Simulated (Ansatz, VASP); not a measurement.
# One calculation of ZnO, two programs

The input INCAR:

```
SYSTEM = ZnO
PREC     = Accurate       ! precision mode
ENCUT    = 520            ! plane-wave cutoff, eV
EDIFF    = 1E-6           ! SCF threshold, eV
ISMEAR   = -1             ! smearing method
SIGMA    = 0.02           ! smearing width, eV
LREAL    = .False.        ! projectors in reciprocal space
LASPH    = .True.         ! aspherical terms in the spheres
NELM     = 100            ! most SCF steps
ALGO     = Normal         ! electronic algorithm
ISIF     = 2              ! what is computed and relaxed
LWAVE    = .False.        ! write WAVECAR
LCHARG   = .True.         ! write CHGCAR
GGA      = PE             ! functional
LELF     = .True.         ! ELF
LVHAR    = .True.       
NBANDS   = 16             ! bands
```

File KPOINTS:

```
regular mesh
0
Gamma
  10 10 10
  0 0 0
```

POSCAR

```
ZnO
1.0
    2.6461709597      0.0000000000      0.0000000000
    0.0000000000      2.6461709597      0.0000000000
    0.0000000000      0.0000000000      2.6461709597
Zn O
1 1
Direct
    0.0000000000      0.0000000000      0.0000000000
    0.5000000000      0.5000000000      0.5000000000
```

Input for Ansatz:

```yaml
crystal:
  lattice:
    - [2.6461709597, 0.0, 0.0]
    - [0.0, 2.6461709597, 0.0]
    - [0.0, 0.0, 2.6461709597]
  atoms:
    - { symbol: Zn, position: [0.0, 0.0, 0.0] }
    - { symbol: O, position: [0.5, 0.5, 0.5] }
kpoints:
  mp_grid: { grid: [10, 10, 10] }
  band_path:
    path:
      - [[0.0, 0.0, 0.0], [8.507674306655e-52, 0.5, 9.704235408857e-35], [0.5, 0.5, 5.003746382692e-35], [0.0, 0.0, 0.0], [0.5, 0.5, 0.5], [8.507674306655e-52, 0.5, 9.704235408857e-35]]
      - [[0.5, 0.5, 0.5], [0.5, 0.5, 5.003746382692e-35]]
    npoints: 10
hamiltonian:
  xc: pbe
scf:
  occupations: { method: fermi_dirac, width: 0.02 }
  n_extra_bands: 4
output:
  forces: true
  stress: true
  eigenvalues: true
```

Alike in both runs: task single point; functional PBE; k mesh 10 × 10 × 10; occupations fermi-dirac, width 0.02 eV; no spin polarisation.

|  | VASP | Ansatz |
| --- | --- | --- |
| version | VASP 6.6.1 | Ansatz 0.2.0 |
| potentials or method | VASP PAW PBE potentials, release 64 (Zn, O) | plane waves, PAW |
| plane-wave cutoff (eV) | 520 | 420 |
| valence electrons in the cell | 18 | 18 |

|  | VASP | Ansatz | Ansatz less VASP |
| --- | --- | --- | --- |
| pressure (GPa) | 9.2 | 8.3 | -0.87 |
